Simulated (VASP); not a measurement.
Here is a VASP 6.6.1 calculation.

The input INCAR:

```
SYSTEM = LiF
PREC = Accurate ; ENCUT = 520
EDIFF = 1E-7 ; ISMEAR = 0
SIGMA = 0.05 ; LREAL = .False.
LASPH = .True. ; NELM = 100
ALGO = Normal ; ISIF = 2
LWAVE = .False. ; LCHARG = .False.
NBANDS = 18
```

Contents of KPOINTS:

```
regular mesh
0
Gamma
  9 9 6
  0 0 0
```

POSCAR

```
LiF
1.0
    3.1183873019      0.0000000000      0.0000000000
   -1.5591936509      2.7006026223      0.0000000000
    0.0000000000      0.0000000000      4.6803875014
Li F
2 2
Direct
    0.3333333333      0.6666666667      0.3839784076
    0.6666666667      0.3333333333      0.8839784076
    0.3333333333      0.6666666667      0.9910195924
    0.6666666667      0.3333333333      0.4910195924
```

Potentials or basis: VASP PAW LDA potentials, release 64 (Li_sv, F).

Run with:

```bash
$ cat potpaw_LDA.64/Li_sv/POTCAR potpaw_LDA.64/F/POTCAR > POTCAR
$ mpirun -np 1 vasp_std > vasp.out
```

Q: Predict the largest force.

A: 0.076 eV/Å.

Q: What does it give for the band gap on the k mesh?

A: 7.46 eV.

Forces on the atoms (eV/Å):
```
Li   0.000  0.000  0.076
Li   0.000  0.000  0.076
F    0.000  0.000 -0.076
F    0.000  0.000 -0.076
```

Caveat: an odd mesh through Γ misses points on the zone boundary, where band edges can lie.
